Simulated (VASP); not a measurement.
# Nb (Fm-3m) in VASP: further runs

The runs below take Nb through relaxation of cell and atoms, with PBE, PBE+D4.

Everything below comes from runs of VASP 6.6.1. Logs are shortened: lines on timing, memory, paths and dates and some standing lists are left out, and cuts for length are marked.

### 1 The cell of the first run

It takes space group Fm-3m (No. 225, cubic). Conventional cell: a = 4.230 Å, b = 4.230 Å, c = 4.230 Å, α = 90.00°, β = 90.00°, γ = 90.00°. Nb (site symmetry m-3m) has 12 Nb at 2.99 Å within 3.9 Å.

This isn't the form of Nb at room conditions, which is bcc.

### 2 Relaxation of cell and atoms, PBE

Input file INCAR:

```
SYSTEM = Nb
PREC = Accurate ; ENCUT = 500
EDIFF = 1E-7 ; ISMEAR = 1
SIGMA = 0.05 ; LREAL = .False.
LASPH = .True. ; NELM = 120
ALGO = Normal ; ISIF = 3
LWAVE = .False. ; LCHARG = .False.
GGA = PE ; IBRION = 2
NSW = 80 ; EDIFFG = -0.01
GGA_COMPAT = .False. ; NELMIN = 4
```

Input file KPOINTS:

```
regular mesh
0
Gamma
  11 11 11
  0 0 0
```

Input file POSCAR:

```
Nb
1.0
    0.0000000000      2.1150000000      2.1150000000
    2.1150000000      0.0000000000      2.1150000000
    2.1150000000      2.1150000000      0.0000000000
Nb
1
Direct
    0.0000000000      0.0000000000      0.0000000000
```

Potentials or basis: VASP PAW PBE potentials, release 64 (Nb_sv).

The run is started by

```
> cat potpaw_PBE.64/Nb_sv/POTCAR > POTCAR
> mpirun -np 1 vasp_std > vasp.out
```

OUTCAR:

```text
SYSTEM = Nb
   PREC = Accurate
   ENCUT = 500
   EDIFF = 1E-7
   ISMEAR = 1
   LREAL = .False.
   LASPH = .True.
   NELM = 120
   ISIF = 3
   GGA = PE
   IBRION = 2
   NSW = 80
   EDIFFG = -0.01
   NELMIN = 4

 ion  position               nearest neighbor table
   1  0.000  0.000  0.000-

  LATTYP: Found a face centered cubic cell.
 ALAT       =     4.2300000000

  Lattice vectors:

 A1 = (   0.0000000000,   2.1150000000,   2.1150000000)
 A2 = (   2.1150000000,   0.0000000000,   2.1150000000)
 A3 = (   2.1150000000,   2.1150000000,   0.0000000000)

Analysis of symmetry for initial positions (statically):
=====================================================================
 Subroutine PRICEL returns:
 Original cell was already a primitive cell.

 Routine SETGRP: Setting up the symmetry group for a
 face centered cubic supercell.

 Subroutine GETGRP returns: Found 48 space group operations
 (whereof 48 operations were pure point group operations)
 out of a pool of 48 trial point group operations.

The static configuration has the point symmetry O_h .

Analysis of symmetry for dynamics (positions and initial velocities):
=====================================================================
 Subroutine PRICEL returns:
 Original cell was already a primitive cell.

 Routine SETGRP: Setting up the symmetry group for a
 face centered cubic supercell.

 Subroutine GETGRP returns: Found 48 space group operations
 (whereof 48 operations were pure point group operations)
 out of a pool of 48 trial point group operations.

The dynamic configuration has the point symmetry O_h .

 Subroutine INISYM returns: Found 48 space group operations
 (whereof 48 operations are pure point group operations),
 and found     1 'primitive' translations

----------------------------------------------------------------------------------------

                                     Primitive cell

  volume of cell :      18.9217

  direct lattice vectors                    reciprocal lattice vectors
     0.000000000  2.115000000  2.115000000    -0.236406619  0.236406619  0.236406619
     2.115000000  0.000000000  2.115000000     0.236406619 -0.236406619  0.236406619
     2.115000000  2.115000000  0.000000000     0.236406619  0.236406619 -0.236406619

  length of vectors
     2.991061684  2.991061684  2.991061684     0.409468276  0.409468276  0.409468276

  position of ions in fractional coordinates (direct lattice)
     0.000000000  0.000000000  0.000000000

  ion indices of the primitive-cell ions
   primitive index   ion index
                 1           1

----------------------------------------------------------------------------------------

 KPOINTS: regular mesh

Automatic generation of k-mesh.
 Grid dimensions read from file:
 generate k-points for:   11   11   11

 Generating k-lattice:

  Cartesian coordinates                     Fractional coordinates (reciprocal lattice)
    -0.021491511  0.021491511  0.021491511     0.090909091  0.000000000  0.000000000
     0.021491511 -0.021491511  0.021491511     0.000000000  0.090909091  0.000000000
     0.021491511  0.021491511 -0.021491511     0.000000000  0.000000000  0.090909091

  Length of vectors
     0.037224389  0.037224389  0.037224389

  Shift w.r.t. Gamma in fractional coordinates (k-lattice)
     0.000000000  0.000000000  0.000000000

 Subroutine IBZKPT returns following result:
 ===========================================

 Found     56 irreducible k-points:

 Following reciprocal coordinates:
            Coordinates               Weight
  0.000000  0.000000  0.000000      1.000000
  0.090909  0.000000  0.000000      8.000000
  0.181818  0.000000  0.000000      8.000000
  0.272727  0.000000  0.000000      8.000000
  0.363636  0.000000  0.000000      8.000000
  0.454545  0.000000  0.000000      8.000000
[... 16 lines left out ...]
 -0.272727  0.181818  0.000000     24.000000
 -0.181818  0.181818  0.000000     12.000000
 [... further k-points ...]
   k-points           NKPTS =     56   k-points in BZ     NKDIM =     56   number of bands    NBANDS=     10
   number of dos      NEDOS =    301   number of ions     NIONS =      1
   total plane-waves  NPLWV =  13824
   dimension x,y,z NGX =    24 NGY =   24 NGZ =   24
   dimension x,y,z NGXF=    48 NGYF=   48 NGZF=   48
   ions per type =               1
   NGX,Y,Z   is equivalent  to a cutoff of  13.34, 13.34, 13.34 a.u.
   NGXF,Y,Z  is equivalent  to a cutoff of  26.68, 26.68, 26.68 a.u.
 SYSTEM =  Nb
   PREC   = accura    normal or accurate (medium, high low for compatibility)
   ISTART =      0    job   : 0-new  1-cont  2-samecut
   ICHARG =      2    charge: 1-file 2-atom 10-const
   ISPIN  =      1    spin polarized calculation?
   LNONCOLLINEAR =      F non collinear calculations
   LSORBIT =      F    spin-orbit coupling
   LASPH  =      T    aspherical Exc in radial PAW
   ENCUT  =  500.0 eV  36.75 Ry    6.06 a.u.   5.45  5.45  5.45*2*pi/ulx,y,z
   NELM   =    120;   NELMIN=  4; NELMDL= -5     # of ELM steps
   EDIFF  = 0.1E-06   stopping-criterion for ELM
   LREAL  =      F    real-space projection
   EDIFFG = -.1E-01   stopping-criterion for IOM
   NSW    =     80    number of steps for IOM
   IBRION =      2    ionic relax: 0-MD 1-quasi-New 2-CG
   NFREE  =      1    steps in history (QN), initial steepest desc. (CG)
   ISIF   =      3    stress and relaxation
   ISYM   =      2    0-nonsym 1-usesym 2-fastsym
   POTIM  = 0.5000    time-step for ionic-motion
   TEBEG  =    0.0;   TEEND  =   0.0 temperature during run
   PSTRESS=    0.0 pullay stress
   NELECT =      13.0000    total number of electrons
   NUPDOWN=      -1.0000    fix difference up-down
   EMIN   =  10.00;   EMAX   =-10.00  energy-range for DOS
   EFERMI =   0.00;   METHOD = LEGACY
   ISMEAR =     1;   SIGMA  =   0.05  broadening in eV -4-tet -1-fermi 0-gaus
   EFERMI_NEDOS =   21; number of points for ismear=-14 and -15
   IALGO  =     38    algorithm
   IMIX   =      4    mixing-type and parameters
     AMIX     =   0.40;   BMIX     =  1.00
     AMIX_MAG =   1.60;   BMIX_MAG =  1.00
  volume/ion in A,a.u.               =      18.92       127.69
  Fermi-wavevector in a.u.,A,eV,Ry     =   1.444560  2.729823 28.392005  2.086754
  Thomas-Fermi vector in A             =   2.562841
   LORBIT       =      0    0 simple, 1 ext, 2 COOP (PROOUT), +10 PAW based schemes
   GGA     = PE    functional components
   LHFCALC =     F    Hartree Fock is set to
   AEXX    =    0.0000 exact exchange contribution
   IVDW    =     0    specifies the selected vdW correction
   LEPSILON=     F    determine dielectric tensor
   LRPA    =     F    only Hartree local field effects (RPA)
 conjugate gradient relaxation of ions
 non-spin polarized calculation
 Methfessel and Paxton  Order N= 1 SIGMA  =   0.05
  energy-cutoff  :      500.00
  volume of cell :       18.92
 maximum number of plane-waves:       531
 NGX is ok and might be reduce to    24
   NGX = 11   NGY = 11   NGZ = 11

--------------------------------------- Ionic step        1  -------------------------------------------

 number of electron      13.0000001 magnetization

 Free energy of the ion-electron system (eV)
  ---------------------------------------------------
  ext. energy  EPLUGINS =         0.00000000
  ---------------------------------------------------
  free energy    TOTEN  =        -9.89357252 eV

  energy without entropy =       -9.89365653  energy(sigma->0) =       -9.89360052

------------------------ aborting loop because EDIFF is reached ----------------------------------------

  FORCE on cell =-STRESS in cart. coord.  units (eV):
  Direction    XX          YY          ZZ          XY          YZ          ZX
  --------------------------------------------------------------------------------------
  -------------------------------------------------------------------------------------
  Total       -0.2712888     -0.2712888     -0.2712888      0.0000000     -0.0000000      0.0000000
  in kB      -22.9710790    -22.9710790    -22.9710790      0.0000000     -0.0000000      0.0000000
  external PRESSURE =     -22.9710790 kB  Pullay stress =       0.0000000 kB

 VOLUME and BASIS-vectors are now :
 -----------------------------------------------------------------------------
  energy-cutoff  :      500.00
  volume of cell :       18.92
      direct lattice vectors                 reciprocal lattice vectors
     0.000000000  2.115000000  2.115000000    -0.236406619  0.236406619  0.236406619
     2.115000000  0.000000000  2.115000000     0.236406619 -0.236406619  0.236406619
     2.115000000  2.115000000  0.000000000     0.236406619  0.236406619 -0.236406619
[... 36 lines left out ...]
 POSITION                                       TOTAL-FORCE (eV/Angst)
 -----------------------------------------------------------------------------------
      2.08732      4.17464      2.08732        -0.000000     -0.000000      0.000000
 -----------------------------------------------------------------------------------
    total drift:                               -0.000000     -0.000000      0.000000

  FREE ENERGIE OF THE ION-ELECTRON SYSTEM (eV)
  ---------------------------------------------------
  free  energy   TOTEN  =        -9.8888696665 eV

  energy  without entropy=       -9.8887865745  energy(sigma->0) =       -9.88884197

--------------------------------------- Ionic step        3  -------------------------------------------

 number of electron      13.0000001 magnetization

 Free energy of the ion-electron system (eV)
  ---------------------------------------------------
  ext. energy  EPLUGINS =         0.00000000
  ---------------------------------------------------
  free energy    TOTEN  =        -9.89546647 eV

  energy without entropy =       -9.89550435  energy(sigma->0) =       -9.89547910

 E-fermi :  11.0407     XC(G=0): -12.3188

 val. band max:       11.0220913076   @ k =   0.3636   0.0909   0.0000
 cond. band min:      11.0424018494   @ k =   0.3636   0.2727   0.0909
 fundamental gap:      0.0203105419
 Fermi energy:        11.0407021815

 k-point     1 :       0.0000    0.0000    0.0000
  band No.  band energies     occupation
      1     -43.7300      2.00000
      2     -19.1082      2.00000
      3     -19.1082      2.00000
      4     -19.1082      2.00000
      5       4.8062      2.00000
      6      11.1512     -0.00764
      7      11.1512     -0.00764
      8      11.1512     -0.00764
      9      13.7660      0.00000
     10      13.7660      0.00000

 k-point     2 :       0.0909    0.0000    0.0000
  band No.  band energies     occupation
      1     -43.7146      2.00000
      2     -19.2105      2.00000
      3     -19.1208      2.00000
      4     -19.1208      2.00000
      5       5.1127      2.00000
      6      10.9206      2.00354
      7      11.2883     -0.00000
      8      11.2883     -0.00000
      9      13.6484      0.00000
     10      13.6484      0.00000
[... 274 lines left out ...]
 k-point    24 :      -0.1818    0.1818    0.0000
  band No.  band energies     occupation
      1     -43.5995      2.00000
      2     -19.7856      2.00000
      3     -19.3905      2.00000
      4     -19.1863      2.00000
      5       7.4182      2.00000
      6       9.8338      2.00000
      7      11.0752      0.08779
      8      12.4267      0.00000
      9      12.4645      0.00000
     10      15.4278      0.00000

 [... further k-points ...]
[... 5 lines left out ...]
  --------------------------------------------------------------------------------------
  -------------------------------------------------------------------------------------
  Total       -0.0029712     -0.0029712     -0.0029712      0.0000000      0.0000000      0.0000000
  in kB       -0.2550696     -0.2550696     -0.2550696      0.0000000      0.0000000      0.0000000
  external PRESSURE =      -0.2550696 kB  Pullay stress =       0.0000000 kB

 VOLUME and BASIS-vectors are now :
 -----------------------------------------------------------------------------
  energy-cutoff  :      500.00
  volume of cell :       18.66
      direct lattice vectors                 reciprocal lattice vectors
     0.000000000  2.105313468  2.105313468    -0.237494325  0.237494325  0.237494325
     2.105313468 -0.000000000  2.105313468     0.237494325 -0.237494325  0.237494325
     2.105313468  2.105313468  0.000000000     0.237494325  0.237494325 -0.237494325

 POSITION                                       TOTAL-FORCE (eV/Angst)
 -----------------------------------------------------------------------------------
      0.00000     -0.00000      0.00000        -0.000000     -0.000000      0.000000
 -----------------------------------------------------------------------------------
    total drift:                                0.000000      0.000000     -0.000000

  FREE ENERGIE OF THE ION-ELECTRON SYSTEM (eV)
  ---------------------------------------------------
  free  energy   TOTEN  =        -9.8954664693 eV

  energy  without entropy=       -9.8955043521  energy(sigma->0) =       -9.89547910

 reached required accuracy - stopping structural energy minimisation
```

It took 30 s on 1 thread of Intel Xeon Platinum 8375C at 2.90GHz (Ice Lake), shared host; peak memory 0.15 GiB.

Results:

| Property | Result |
| --- | --- |
| Free energy | -9.8955 eV |
| Relaxed volume | 18.66 Å³/atom |
| Relaxed cell | a = 2.977 Å, b = 2.977 Å, c = 2.977 Å, α = 60.00°, β = 60.00°, γ = 60.00° |
| Space group after relaxing (to 0.1 Å) | Fm-3m (No. 225) |
| Energy gained by relaxing | 1.9 meV/atom |
| Ionic steps | 3 |
| Pressure after relaxing | 0.0 GPa |
| Band gap on the k mesh | zero (an odd number of electrons rules out a gap without spin polarisation) |

The path:
```
step  energy change (eV)  largest force (eV/Å)  pressure (GPa)  volume (Å³)
   1              0.0000                0.0000           -2.30        18.92
   2              0.0047                0.0000            4.56        18.19
   3             -0.0019                0.0000           -0.03        18.66
```

Final structure:
```yaml
crystal:
  lattice:
    - [0.00000, 2.10531, 2.10531]
    - [2.10531, 0.00000, 2.10531]
    - [2.10531, 2.10531, 0.00000]
  atoms:
    - { symbol: Nb, position: [0.00000, 0.00000, 0.00000] }
```

(Continued in part 2 of 2.)
